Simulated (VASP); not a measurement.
# Ga4O (P6/mmm) in VASP: a series of runs, part 3 of 3

VASP 6.6.1. The steps go on from the part before.

## (5) Single point, PBE

This run uses another cell than the first one, of 18.72 Å³/atom.

Contents of INCAR:

```
PREC     = Accurate       # precision mode
ENCUT    = 520            # plane-wave cutoff, eV
EDIFF    = 1E-7           # SCF threshold, eV
ISMEAR   = 0              # smearing method
SIGMA    = 0.1            # smearing width, eV
LREAL    = F              # projectors in reciprocal space
LASPH    = T              # aspherical terms in the spheres
NELM     = 60             # most SCF steps
ALGO     = Normal         # electronic algorithm
ISIF     = 2              # what is computed and relaxed
LWAVE    = F              # write WAVECAR
LCHARG   = T              # write CHGCAR
GGA      = PE             # functional
LELF     = T              # ELF
LVHAR    = T            
NBANDS   = 37             # bands
```

Contents of KPOINTS:

```
regular mesh
0
Gamma
  12 12 8
```

Contents of POSCAR:

```
Ga4O
1.0
    4.4331256420      0.0000000000      0.0000000000
   -2.2165628210      3.8391994242      0.0000000000
    0.0000000000      0.0000000000      5.4991182403
Ga O
4 1
Direct
    0.3333333333      0.6666666667      0.7467656516
    0.3333333333      0.6666666667      0.2532343484
    0.6666666667      0.3333333333      0.2532343484
    0.6666666667      0.3333333333      0.7467656516
    0.0000000000      0.0000000000      0.0000000000
```

Potentials or basis: VASP PAW PBE potentials, release 64 (Ga_d, O).

Command:

```
> cat potpaw_PBE.64/Ga_d/POTCAR potpaw_PBE.64/O/POTCAR > POTCAR
> mpirun -np 1 vasp_std > vasp.out
```

OUTCAR:

```text
PREC = Accurate
   ENCUT = 520
   EDIFF = 1E-7
   ISMEAR = 0
   LREAL = F
   LASPH = T
   NELM = 60
   ISIF = 2
   GGA = PE

 ion  position               nearest neighbor table
   1  0.333  0.667  0.747-   4 2.56   4 2.56   4 2.56   2 2.71   2 2.79
   2  0.333  0.667  0.253-   3 2.56   3 2.56   3 2.56   1 2.71   1 2.79
   3  0.667  0.333  0.253-   2 2.56   2 2.56   2 2.56   4 2.71   4 2.79
   4  0.667  0.333  0.747-   1 2.56   1 2.56   1 2.56   3 2.71   3 2.79
   5  0.000  0.000  0.000-

  LATTYP: Found a hexagonal cell.
 ALAT       =     4.4331256420
 C/A-ratio  =     1.2404607233

  Lattice vectors:

 A1 = (   4.4331256420,   0.0000000000,   0.0000000000)
 A2 = (  -2.2165628210,   3.8391994242,   0.0000000000)
 A3 = (   0.0000000000,   0.0000000000,   5.4991182403)

Analysis of symmetry for initial positions (statically):
=====================================================================
 Subroutine PRICEL returns:
 Original cell was already a primitive cell.

 Routine SETGRP: Setting up the symmetry group for a
 hexagonal supercell.

 Subroutine GETGRP returns: Found 24 space group operations
 (whereof 24 operations were pure point group operations)
 out of a pool of 24 trial point group operations.

The static configuration has the point symmetry D_6h.

Analysis of symmetry for dynamics (positions and initial velocities):
=====================================================================
 Subroutine PRICEL returns:
 Original cell was already a primitive cell.

 Routine SETGRP: Setting up the symmetry group for a
 hexagonal supercell.

 Subroutine GETGRP returns: Found 24 space group operations
 (whereof 24 operations were pure point group operations)
 out of a pool of 24 trial point group operations.

The dynamic configuration has the point symmetry D_6h.

 Subroutine INISYM returns: Found 24 space group operations
[... 121 lines left out ...]
   IMIX   =      4    mixing-type and parameters
     AMIX     =   0.40;   BMIX     =  1.00
     AMIX_MAG =   1.60;   BMIX_MAG =  1.00
  volume/ion in A,a.u.               =      18.72       126.32
  Fermi-wavevector in a.u.,A,eV,Ry     =   1.395735  2.637556 26.505178  1.948076
  Thomas-Fermi vector in A             =   2.519158
   LORBIT       =      0    0 simple, 1 ext, 2 COOP (PROOUT), +10 PAW based schemes
   GGA     = PE    functional components
   LHFCALC =     F    Hartree Fock is set to
   AEXX    =    0.0000 exact exchange contribution
   IVDW    =     0    specifies the selected vdW correction
   LEPSILON=     F    determine dielectric tensor
   LRPA    =     F    only Hartree local field effects (RPA)
 non-spin polarized calculation
 Gauss-broadening in eV      SIGMA  =   0.10
  energy-cutoff  :      520.00
  volume of cell :       93.59
 maximum number of plane-waves:      2546
 NGX is ok and might be reduce to    36
   NGX = 17   NGY = 17   NGZ = 21

 number of electron      58.0000031 magnetization

 Free energy of the ion-electron system (eV)
  ---------------------------------------------------
  ext. energy  EPLUGINS =         0.00000000
  ---------------------------------------------------
  free energy    TOTEN  =       -15.73469915 eV

  energy without entropy =      -15.71707871  energy(sigma->0) =      -15.72588893

 E-fermi :   3.8348     XC(G=0): -10.2794

 val. band max:        3.8334521099   @ k =   0.4167   0.1667   0.0000
 cond. band min:       3.8461607040   @ k =   0.2500   0.2500   0.5000
 fundamental gap:      0.0127085941
 Fermi energy:         3.8348155017

 k-point     1 :       0.0000    0.0000    0.0000
  band No.  band energies     occupation
      1     -12.5802      2.00000
      2     -11.3194      2.00000
      3     -11.1449      2.00000
      4     -11.1449      2.00000
      5     -11.1010      2.00000
      6     -11.0544      2.00000
[... 949 lines left out ...]
     36      10.6490      0.00000
     37      12.3212      0.00000

 [... further k-points ...]

------------------------ aborting loop because EDIFF is reached ----------------------------------------

  FORCE on cell =-STRESS in cart. coord.  units (eV):
  Direction    XX          YY          ZZ          XY          YZ          ZX
  --------------------------------------------------------------------------------------
  -------------------------------------------------------------------------------------
  Total        0.0417323      0.0417323      0.0083191      0.0000000      0.0000000      0.0000000
  in kB        0.7143969      0.7143969      0.1424103      0.0000000      0.0000000      0.0000000
  external PRESSURE =       0.5237347 kB  Pullay stress =       0.0000000 kB

 VOLUME and BASIS-vectors are now :
 -----------------------------------------------------------------------------
  energy-cutoff  :      520.00
  volume of cell :       93.59
      direct lattice vectors                 reciprocal lattice vectors
     4.433125642  0.000000000  0.000000000     0.225574477  0.130235485  0.000000000
    -2.216562821  3.839199424  0.000000000     0.000000000  0.260470971  0.000000000
     0.000000000  0.000000000  5.499118240     0.000000000  0.000000000  0.181847336

 POSITION                                       TOTAL-FORCE (eV/Angst)
 -----------------------------------------------------------------------------------
     -0.00000      2.55947      4.10655         0.000000     -0.000000     -0.000499
     -0.00000      2.55947      1.39257        -0.000000     -0.000000      0.000499
      2.21656      1.27973      1.39257        -0.000000      0.000000      0.000499
      2.21656      1.27973      4.10655        -0.000000      0.000000     -0.000499
      0.00000      0.00000      0.00000        -0.000000      0.000000      0.000000
 -----------------------------------------------------------------------------------
    total drift:                                0.000000      0.000000      0.000000

  FREE ENERGIE OF THE ION-ELECTRON SYSTEM (eV)
  ---------------------------------------------------
  free  energy   TOTEN  =       -15.7346991547 eV

  energy  without entropy=      -15.7170787075  energy(sigma->0) =      -15.72588893
```

Run time: 2.5 min. Hardware: 1 thread of Intel Xeon 6975P-C (Granite Rapids), shared host; peak memory 0.39 GiB.

Results:

- Free energy: -15.7347 eV
- Pressure: 0.1 GPa
- Band gap on the k mesh: zero (bands 29 and 30 overlap by 1.11 eV)

Levels at points of the mesh, in eV from the Fermi level:
```tsv
k point	band 25	band 26	band 27	band 28	band 29	band 30	band 31	band 32	band 33	band 34
(0.00, 0.00, 0.00)	-2.19	-2.19	-1.41	-0.78	-0.49	-0.49	2.67	2.67	2.82	3.77
(0.50, 0.00, 0.00)	-3.44	-3.33	-3.06	-0.62	-0.32	0.21	0.49	1.36	1.50	6.15
(0.00, 0.00, 0.50)	-2.15	-1.60	-0.42	-0.20	0.62	0.62	0.77	0.77	2.08	2.45
(0.50, 0.00, 0.50)	-4.93	-2.98	-1.70	-0.72	-0.69	1.57	2.74	2.86	3.24	3.86
```

## (6) Single point, PBE, collinear spin, ferromagnetic start

Contents of INCAR:

```
SYSTEM = Ga4O
  ALGO = Normal
  EDIFF = 1E-7
  ENCUT = 520
  GGA = PE
  ISIF = 2
  ISMEAR = 0
  ISPIN = 2
  LASPH = .True.
  LCHARG = .False.
  LORBIT = 11
  LREAL = .False.
  LWAVE = .False.
  MAGMOM = 0 0 0 0 1
  NBANDS = 41
  NELM = 150
  PREC = Accurate
  SIGMA = 0.1
```

Contents of KPOINTS:

```
k-points
0
Gamma
  6 6 4
  0 0 0
```

Contents of POSCAR:

```
Ga4O
1.0
    4.8886263400      0.0000000000      0.0000000000
   -2.4443131700      4.2336746000      0.0000000000
    0.0000000000      0.0000000000      4.4795834000
Ga O
4 1
Direct
    0.3333333300      0.6666666700      0.7816249600
    0.3333333300      0.6666666700      0.2183750400
    0.6666666700      0.3333333300      0.2183750400
    0.6666666700      0.3333333300      0.7816249600
    0.0000000000      0.0000000000      0.0000000000
```

Potentials or basis: VASP PAW PBE potentials, release 64 (Ga_d, O).

Command:

```
> cat potpaw_PBE.64/Ga_d/POTCAR potpaw_PBE.64/O/POTCAR > POTCAR
> mpirun -np 1 vasp_std > vasp.out
```

OUTCAR:

```text
SYSTEM = Ga4O
   EDIFF = 1E-7
   ENCUT = 520
   GGA = PE
   ISIF = 2
   ISMEAR = 0
   ISPIN = 2
   LASPH = .True.
   LORBIT = 11
   LREAL = .False.
   NELM = 150
   PREC = Accurate

 ion  position               nearest neighbor table
   1  0.333  0.667  0.782-   2 1.96   2 2.52   4 2.82   4 2.82   4 2.82
   2  0.333  0.667  0.218-   1 1.96   1 2.52   3 2.82   3 2.82   3 2.82
   3  0.667  0.333  0.218-   4 1.96   4 2.52   2 2.82   2 2.82   2 2.82
   4  0.667  0.333  0.782-   3 1.96   3 2.52   1 2.82   1 2.82   1 2.82
   5  0.000  0.000  0.000-

  LATTYP: Found a hexagonal cell.
 ALAT       =     4.8886263400
 C/A-ratio  =     0.9163276324

  Lattice vectors:
[... 2074 lines left out ...]
     0.000000000  0.000000000  4.479583400     0.000000000  0.000000000  0.223235045

 POSITION                                       TOTAL-FORCE (eV/Angst)
 -----------------------------------------------------------------------------------
     -0.00000      2.82245      3.50135         0.000000      0.000000     -8.365552
     -0.00000      2.82245      0.97823         0.000000      0.000000      8.365552
      2.44431      1.41122      0.97823        -0.000000      0.000000      8.365552
      2.44431      1.41122      3.50135        -0.000000     -0.000000     -8.365552
      0.00000      0.00000      0.00000        -0.000000      0.000000     -0.000000
 -----------------------------------------------------------------------------------
    total drift:                                0.000000      0.000000     -0.000000

  FREE ENERGIE OF THE ION-ELECTRON SYSTEM (eV)
  ---------------------------------------------------
  free  energy   TOTEN  =       -12.1979624800 eV

  energy  without entropy=      -12.1806415848  energy(sigma->0) =      -12.18930203

 total charge

# of ion       s       p       d       tot
------------------------------------------
    1        1.065   0.759   9.985  11.809
    2        1.065   0.759   9.985  11.809
    3        1.065   0.759   9.985  11.809
    4        1.065   0.759   9.985  11.809
    5        1.598   3.143   0.000   4.741
--------------------------------------------------
tot          5.859   6.180  39.939  51.978

 magnetization (x)

# of ion       s       p       d       tot
------------------------------------------
    1       -0.000  -0.000  -0.000  -0.000
    2       -0.000  -0.000  -0.000  -0.000
    3       -0.000  -0.000  -0.000  -0.000
    4       -0.000  -0.000  -0.000  -0.000
    5       -0.000  -0.002   0.000  -0.002
--------------------------------------------------
tot         -0.000  -0.002  -0.000  -0.002
```

stdout:

```text
POSCAR found type information on POSCAR GaO
 POSCAR found :  2 types and       5 ions
 scaLAPACK will be used
 LDA part: xc-table for (Slater+PW92), standard interpolation
 POSCAR, INCAR and KPOINTS ok, starting setup
 FFT: planning ... GRIDC
 FFT: planning ... GRID_SOFT
 FFT: planning ... GRID
 WAVECAR not read
 entering main loop
```

It took 67 s on 1 thread of Intel Xeon 6975P-C (Granite Rapids), shared host; peak memory 0.29 GiB.

What came out:

* Free energy: -12.1980 eV
* Pressure: 15.9 GPa
* Largest force: 8.366 eV/Å
* Band gap on the k mesh: zero (filled and empty bands overlap)
* Net moment: 0.00 μB per cell
* Valence electrons inside the program's atomic spheres: Ga 11.81; O 4.74

Forces on the atoms (eV/Å):
```
Ga   0.000  0.000 -8.366
Ga   0.000  0.000  8.366
Ga   0.000  0.000  8.366
Ga   0.000  0.000 -8.366
O    0.000  0.000  0.000
```

Caveat: the cell stands under pressure; forces of over 1 eV/Å act on the atoms, so gaps and moduli don't describe the material at rest.

## (7) The runs side by side

```csv
task,spin,cell,k mesh,cutoff (eV),gap on the mesh (eV),pressure (GPa),largest force (eV/Å)
single point,off,"a = 4.889, b = 4.889, c = 4.480 Å, angles 90.0, 90.0, 120.0°, 5 atoms, atomic positions A",6 × 6 × 4,520,none,15.9,8.37
single point,off,"a = 4.423, b = 4.423, c = 5.567 Å, angles 90.0, 90.0, 120.0°, 5 atoms, atomic positions B",6 × 6 × 4,520,none,0.2,0.01
relaxation of cell and atoms,off,"relaxed from a = 4.889, b = 4.889, c = 4.480 Å, angles 90.0, 90.0, 120.0°, 5 atoms, atomic positions A",6 × 6 × 4,600,none,-0.1,0.02
single point,off,"a = 4.433, b = 4.433, c = 5.499 Å, angles 90.0, 90.0, 120.0°, 5 atoms, atomic positions B",12 × 12 × 8,520,none,0.1,-
single point,"collinear, ferromagnetic start","a = 4.889, b = 4.889, c = 4.480 Å, angles 90.0, 90.0, 120.0°, 5 atoms, atomic positions A",6 × 6 × 4,520,none,15.9,8.37
```

Alike in all rows: level PBE; potentials or basis VASP PAW PBE potentials, release 64 (Ga_d, O); smearing gaussian 0.1 eV.

Caveats: the cell stands under pressure (at least some runs); forces of over 1 eV/Å act on the atoms, so gaps and moduli don't describe the material at rest (at least some runs); a cell axis changed by over 15 % at a fixed basis, so the end point is rough (at least some runs).

Absolute energies hang on the potentials; compare differences alone.
